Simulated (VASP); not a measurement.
# GaN (Cmc2_1) in VASP: single point with r2SCAN

Aim: the single point of GaN with r2SCAN.

Program: VASP 6.6.1. These are calculated values, not measurements. Logs are shortened: lines on timing, memory, paths and dates and some standing lists are left out, and cuts for length are marked.

## (1) The cell of the first run

It takes space group Cmc2_1 (No. 36, orthorhombic). The conventional cell has a = 3.371 Å, b = 5.508 Å, c = 5.166 Å, α = 90.00°, β = 90.00°, γ = 90.00°. Ga (site symmetry m) has 4 N at 1.94 to 2.02 Å within 2.6 Å. N (site symmetry m) has 4 Ga at 1.94 to 2.02 Å within 2.6 Å.

## (2) Single point, r2SCAN (strain +0.0600 x Voigt [1, 0, 0, 0, 0, 0])

File POSCAR:

```
GaN
1.0
    3.3707996401      0.0000000000      0.0000000000
   -1.6853998201      2.7539604900      0.0000000000
    0.0000000000      0.0000000000      5.1660000000
Ga N
2 2
Direct
    0.3333333333      0.6666666667      0.0000000000
    0.6666666667      0.3333333333      0.5000000000
    0.3333333333      0.6666666667      0.3750000000
    0.6666666667      0.3333333333      0.8750000000
```

File INCAR.step1:

```
PREC = Accurate
ENCUT = 520
ISMEAR = 0
SIGMA = 0.05
LREAL = False
LASPH = True
NELM = 100
NBANDS = 26
GGA = PE
ALGO = Normal
EDIFF = 1E-4
LWAVE = True
LCHARG = False
```

File INCAR.step2:

```
PREC = Accurate
ENCUT = 520
EDIFF = 1E-6
ISMEAR = 0
SIGMA = 0.05
LREAL = False
LASPH = True
NELM = 100
ALGO = Normal
ISIF = 2
LWAVE = False
LCHARG = False
METAGGA = R2SCAN
LMIXTAU = True
NBANDS = 26
ISTART = 1
```

File KPOINTS:

```
regular mesh
0
Gamma
  12 12 6
```

Potentials or basis: VASP PAW PBE potentials, release 64 (Ga_d, N).

Run with:

```sh
$ cat potpaw_PBE.64/Ga_d/POTCAR potpaw_PBE.64/N/POTCAR > POTCAR
$ cp INCAR.step1 INCAR
$ mpirun -np 1 vasp_std > vasp.out
$ cp INCAR.step2 INCAR
$ mpirun -np 1 vasp_std > vasp.out
```

OUTCAR:

```text
PREC = Accurate
   ENCUT = 520
   EDIFF = 1E-6
   ISMEAR = 0
   LREAL = False
   LASPH = True
   NELM = 100
   ISIF = 2
   METAGGA = R2SCAN
   ISTART = 1

 ion  position               nearest neighbor table
   1  0.333  0.667  0.000-   3 1.94   4 1.95   4 2.02   4 2.02
   2  0.667  0.333  0.500-   4 1.94   3 1.95   3 2.02   3 2.02
   3  0.333  0.667  0.375-   1 1.94   2 1.95   2 2.02   2 2.02
   4  0.667  0.333  0.875-   2 1.94   1 1.95   1 2.02   1 2.02

  Warning from LATTYP: Monoclinic adjustment (A1->A3, A2->A1, A3->A2)!
  LATTYP: Found a base centered orthorhombic cell.
 ALAT       =     3.3707996401
 B/A-ratio  =     1.6340101958
 C/A-ratio  =     1.5325740333

  Lattice vectors:

 A1 = (   1.6853998201,  -2.7539604900,   0.0000000000)
 A2 = (   1.6853998200,   2.7539604900,   0.0000000000)
 A3 = (   0.0000000000,   0.0000000000,   5.1660000000)

Analysis of symmetry for initial positions (statically):
=====================================================================
 Subroutine PRICEL returns:
 Original cell was already a primitive cell.

 Routine SETGRP: Setting up the symmetry group for a
 base centered orthorhombic supercell.

 Subroutine GETGRP returns: Found  4 space group operations
 (whereof  2 operations were pure point group operations)
 out of a pool of  8 trial point group operations.

The static configuration has the point symmetry C_1h.
 The point group associated with its full space group is C_2v.

Analysis of symmetry for dynamics (positions and initial velocities):
=====================================================================
 Subroutine PRICEL returns:
 Original cell was already a primitive cell.

 Routine SETGRP: Setting up the symmetry group for a
 base centered orthorhombic supercell.

 Subroutine GETGRP returns: Found  4 space group operations
 (whereof  2 operations were pure point group operations)
 out of a pool of  8 trial point group operations.

The dynamic configuration has the point symmetry C_1h.
 The point group associated with its full space group is C_2v.

 Subroutine INISYM returns: Found  4 space group operations
 (whereof  2 operations are pure point group operations),
 and found     1 'primitive' translations

----------------------------------------------------------------------------------------

                                     Primitive cell

  volume of cell :      47.9562

  direct lattice vectors                    reciprocal lattice vectors
     3.370799640  0.000000000  0.000000000     0.296665512  0.181556708  0.000000000
    -1.685399820  2.753960490  0.000000000     0.000000000  0.363113416  0.000000000
     0.000000000  0.000000000  5.166000000     0.000000000  0.000000000  0.193573364

  length of vectors
     3.370799640  3.228756871  5.166000000     0.347812110  0.363113416  0.193573364

  position of ions in fractional coordinates (direct lattice)
     0.333333333  0.666666667  0.000000000
     0.666666667  0.333333333  0.500000000
     0.333333333  0.666666667  0.375000000
     0.666666667  0.333333333  0.875000000

  ion indices of the primitive-cell ions
   primitive index   ion index
                 1           1
                 2           2
                 3           3
                 4           4

----------------------------------------------------------------------------------------

 KPOINTS: regular mesh

Automatic generation of k-mesh.
 Grid dimensions read from file:
 generate k-points for:   12   12    6

 Generating k-lattice:

  Cartesian coordinates                     Fractional coordinates (reciprocal lattice)
     0.024722126  0.015129726  0.000000000     0.083333333 -0.000000000  0.000000000
     0.000000000  0.030259451  0.000000000     0.000000000  0.083333333  0.000000000
     0.000000000  0.000000000  0.032262227     0.000000000  0.000000000  0.166666667

  Length of vectors
     0.028984343  0.030259451  0.032262227

  Shift w.r.t. Gamma in fractional coordinates (k-lattice)
     0.000000000  0.000000000  0.000000000

 Subroutine IBZKPT returns following result:
 ===========================================

 Found    172 irreducible k-points:

 Following reciprocal coordinates:
            Coordinates               Weight
  0.000000  0.000000  0.000000      1.000000
  0.083333 -0.000000  0.000000      4.000000
  0.166667  0.000000  0.000000      4.000000
  0.250000  0.000000  0.000000      4.000000
  0.333333 -0.000000  0.000000      4.000000
  0.416667 -0.000000  0.000000      4.000000
[... 16 lines left out ...]
  0.333333  0.166667  0.000000      4.000000
  0.416667  0.166667  0.000000      4.000000
 [... further k-points ...]
   k-points           NKPTS =    172   k-points in BZ     NKDIM =    172   number of bands    NBANDS=     26
   number of dos      NEDOS =    301   number of ions     NIONS =      4
   total plane-waves  NPLWV =  26880
   dimension x,y,z NGX =    28 NGY =   24 NGZ =   40
   dimension x,y,z NGXF=    56 NGYF=   48 NGZF=   80
   ions per type =               2   2
   NGX,Y,Z   is equivalent  to a cutoff of  13.81, 12.36, 12.87 a.u.
   NGXF,Y,Z  is equivalent  to a cutoff of  27.62, 24.71, 25.74 a.u.
 SYSTEM =  unknown system
   PREC   = accura    normal or accurate (medium, high low for compatibility)
   ISTART =      1    job   : 0-new  1-cont  2-samecut
   ICHARG =      0    charge: 1-file 2-atom 10-const
   ISPIN  =      1    spin polarized calculation?
   LNONCOLLINEAR =      F non collinear calculations
   LSORBIT =      F    spin-orbit coupling
   LASPH  =      T    aspherical Exc in radial PAW
   ENCUT  =  520.0 eV  38.22 Ry    6.18 a.u.   6.27  6.00  9.61*2*pi/ulx,y,z
   NELM   =    100;   NELMIN=  2; NELMDL=  0     # of ELM steps
   EDIFF  = 0.1E-05   stopping-criterion for ELM
   LREAL  =      F    real-space projection
   EDIFFG = 0.1E-04   stopping-criterion for IOM
   NSW    =      0    number of steps for IOM
   IBRION =     -1    ionic relax: 0-MD 1-quasi-New 2-CG
   NFREE  =      0    steps in history (QN), initial steepest desc. (CG)
   ISIF   =      2    stress and relaxation
   ISYM   =      2    0-nonsym 1-usesym 2-fastsym
   POTIM  = 0.5000    time-step for ionic-motion
   TEBEG  =    0.0;   TEEND  =   0.0 temperature during run
   PSTRESS=    0.0 pullay stress
   NELECT =      36.0000    total number of electrons
   NUPDOWN=      -1.0000    fix difference up-down
   EMIN   =  10.00;   EMAX   =-10.00  energy-range for DOS
   EFERMI =   0.00;   METHOD = LEGACY
   ISMEAR =     0;   SIGMA  =   0.05  broadening in eV -4-tet -1-fermi 0-gaus
   EFERMI_NEDOS =   21; number of points for ismear=-14 and -15
   IALGO  =     38    algorithm
   IMIX   =      4    mixing-type and parameters
     AMIX     =   0.40;   BMIX     =  1.00
     AMIX_MAG =   1.60;   BMIX_MAG =  1.00
  volume/ion in A,a.u.               =      11.99        80.91
  Fermi-wavevector in a.u.,A,eV,Ry     =   1.487855  2.811639 30.119393  2.213713
  Thomas-Fermi vector in A             =   2.600963
   LORBIT       =      0    0 simple, 1 ext, 2 COOP (PROOUT), +10 PAW based schemes
   METAGGA = R2SCAN    functional components
   LHFCALC =     F    Hartree Fock is set to
   AEXX    =    0.0000 exact exchange contribution
   IVDW    =     0    specifies the selected vdW correction
   LEPSILON=     F    determine dielectric tensor
   LRPA    =     F    only Hartree local field effects (RPA)
 non-spin polarized calculation
 Gauss-broadening in eV      SIGMA  =   0.05
  energy-cutoff  :      520.00
  volume of cell :       47.96
 maximum number of plane-waves:      1312
 NGX is ok and might be reduce to    28
   NGX = 13   NGY = 11   NGZ = 19

 number of electron      36.0000004 magnetization

 Free energy of the ion-electron system (eV)
  ---------------------------------------------------
  ext. energy  EPLUGINS =         0.00000000
  ---------------------------------------------------
  free energy    TOTEN  =       -43.65449821 eV

  energy without entropy =      -43.65449821  energy(sigma->0) =      -43.65449821

 E-fermi :   4.8866     XC(G=0): -12.3517

 val. band max:        4.6144257666   @ k =   0.0000   0.0000   0.0000
 cond. band min:       6.5126453262   @ k =   0.0000   0.0000   0.0000
 fundamental gap:      1.8982195595
 Fermi energy:         4.8866101944

 k-point     1 :       0.0000    0.0000    0.0000
  band No.  band energies     occupation
      1     -11.8438      2.00000
      2     -10.9744      2.00000
      3      -9.2771      2.00000
      4      -9.2552      2.00000
      5      -9.2382      2.00000
      6      -9.1927      2.00000
[... 18 lines left out ...]
     25      16.1546      0.00000
     26      17.0832      0.00000

 k-point     2 :       0.0833   -0.0000    0.0000
  band No.  band energies     occupation
      1     -11.7863      2.00000
      2     -10.9613      2.00000
      3      -9.2695      2.00000
      4      -9.2400      2.00000
      5      -9.2256      2.00000
      6      -9.1834      2.00000
[... 18 lines left out ...]
     25      16.2654      0.00000
     26      17.0329      0.00000

 k-point     3 :       0.1667    0.0000    0.0000
  band No.  band energies     occupation
      1     -11.6295      2.00000
      2     -10.9286      2.00000
      3      -9.2507      2.00000
      4      -9.2187      2.00000
      5      -9.1760      2.00000
      6      -9.1470      2.00000
[... 18 lines left out ...]
     25      16.4493      0.00000
     26      17.2337      0.00000

 k-point     4 :       0.2500    0.0000    0.0000
  band No.  band energies     occupation
      1     -11.4197      2.00000
      2     -10.8912      2.00000
      3      -9.2305      2.00000
      4      -9.2007      2.00000
      5      -9.1346      2.00000
      6      -9.1005      2.00000
[... 18 lines left out ...]
     25      16.3776      0.00000
     26      17.6759      0.00000
[... 496 lines left out ...]
      1     -11.1284      2.00000
      2     -10.8535      2.00000
      3      -9.2132      2.00000
      4      -9.1733      2.00000
      5      -9.0869      2.00000
      6      -9.0659      2.00000
[... 18 lines left out ...]
     25      15.9210      0.00000
     26      18.9042      0.00000

 k-point    23 :       0.3333    0.1667    0.0000
  band No.  band energies     occupation
      1     -11.0225      2.00000
      2     -10.8500      2.00000
      3      -9.2211      2.00000
      4      -9.1636      2.00000
      5      -9.0649      2.00000
      6      -9.0553      2.00000
[... 18 lines left out ...]
     25      16.0349      0.00000
     26      18.6790      0.00000

 k-point    24 :       0.4167    0.1667    0.0000
  band No.  band energies     occupation
      1     -10.9895      2.00000
      2     -10.8529      2.00000
      3      -9.2248      2.00000
      4      -9.1622      2.00000
      5      -9.0616      2.00000
      6      -9.0462      2.00000
[... 18 lines left out ...]
     25      17.0912      0.00000
     26      18.1167      0.00000

 [... further k-points ...]

------------------------ aborting loop because EDIFF is reached ----------------------------------------

  FORCE on cell =-STRESS in cart. coord.  units (eV):
  Direction    XX          YY          ZZ          XY          YZ          ZX
  --------------------------------------------------------------------------------------
  -------------------------------------------------------------------------------------
  Total       -5.7740768     -1.1166601     -0.0234799      0.0000000      0.0000000      0.0000000
  in kB     -192.9070458    -37.3066746     -0.7844443      0.0000000      0.0000000      0.0000000
  external PRESSURE =     -76.9993882 kB  Pullay stress =       0.0000000 kB

 VOLUME and BASIS-vectors are now :
 -----------------------------------------------------------------------------
  energy-cutoff  :      520.00
  volume of cell :       47.96
      direct lattice vectors                 reciprocal lattice vectors
     3.370799640  0.000000000  0.000000000     0.296665512  0.181556708  0.000000000
    -1.685399820  2.753960490  0.000000000     0.000000000  0.363113416  0.000000000
     0.000000000  0.000000000  5.166000000     0.000000000  0.000000000  0.193573364

 POSITION                                       TOTAL-FORCE (eV/Angst)
 -----------------------------------------------------------------------------------
     -0.00000      1.83597      0.00000         0.000000     -0.334980     -0.355619
      1.68540      0.91799      2.58300        -0.000000      0.334980     -0.355619
     -0.00000      1.83597      1.93725         0.000000     -0.430031      0.355619
      1.68540      0.91799      4.52025        -0.000000      0.430031      0.355619
 -----------------------------------------------------------------------------------
    total drift:                                0.000002      0.000003      0.050319

  FREE ENERGIE OF THE ION-ELECTRON SYSTEM (eV)
  ---------------------------------------------------
  free  energy   TOTEN  =       -43.6544982145 eV

  energy  without entropy=      -43.6544982145  energy(sigma->0) =      -43.65449821
```

It took 20 min on 1 thread of Intel Xeon 8259CL, shared host; peak memory 0.3 GiB.

What came out:

```yaml
Free_energy: -43.6545 eV
Pressure: -7.7 GPa
Largest_force: 0.558 eV/Å
Band_gap_on_the_k_mesh: 1.90 eV
```

Forces on the atoms (eV/Å):
```
Ga   0.000 -0.335 -0.356
Ga   0.000  0.335 -0.356
N    0.000 -0.430  0.356
N    0.000  0.430  0.356
```

Levels at points of the mesh, in eV from the valence-band top:
```csv
k point,band 16,band 17,band 18,band 19,band 20,band 21
"(0.00, 0.00, 0.00)",-0.19,-0.07,0.00,1.90,4.05,9.54
"(0.50, 0.00, 0.00)",-2.67,-2.17,-0.83,5.49,5.91,6.45
"(0.00, 0.50, 0.00)",-3.19,-2.26,-1.22,4.49,5.29,6.69
"(0.00, 0.00, 0.50)",-0.76,-0.57,-0.57,4.18,4.18,8.96
"(0.50, 0.00, 0.50)",-1.91,-1.76,-1.76,4.82,4.82,8.14
"(0.00, 0.50, 0.50)",-2.30,-1.78,-1.78,4.37,4.37,8.07
```

Caveat: the cell differs from its parent crystal (strain +0.0600 x Voigt [1, 0, 0, 0, 0, 0]); the cell stands under tension; the PAW data sets were made with another functional, which shifts forces and pressure a little.
